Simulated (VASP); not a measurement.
A run of VASP 6.6.1:

INCAR

```
SYSTEM = Si
PREC = Accurate ; ENCUT = 520
EDIFF = 1E-6 ; ISMEAR = 0
SIGMA = 0.03 ; LREAL = .False.
LASPH = .True. ; NELM = 100
ALGO = Normal ; ISIF = 2
LWAVE = .False. ; LCHARG = .True.
GGA = CA ; LELF = .True.
LVHAR = .True. ; NBANDS = 16
```

The input KPOINTS:

```
regular mesh
0
Gamma
  12 12 6
  0 0 0
```

File POSCAR:

```
Si
1.0
    4.0952913888      0.0000000000      0.0000000000
   -2.0476456944      3.5466263786      0.0000000000
    0.0000000000      0.0000000000      5.4192990949
Si
4
Direct
    0.3333333333      0.6666666667      0.0534951140
    0.6666666667      0.3333333333      0.5534951140
    0.3333333333      0.6666666667      0.4465048860
    0.6666666667      0.3333333333      0.9465048860
```

Potentials or basis: VASP PAW LDA potentials, release 64 (Si).

Command:

```console
$ cat potpaw_LDA.64/Si/POTCAR > POTCAR
$ mpirun -np 1 vasp_std > vasp.out
```

Hardware: 1 thread of Intel Xeon 8259CL, with other jobs on the host.

**Question.** Estimate the wall time of this run.

**Answer.** Wall time 2.4 min on 1 thread of Intel Xeon 8259CL, on a shared host, peak memory 0.19 GiB. Counts: scf iterations 14, k points 76.
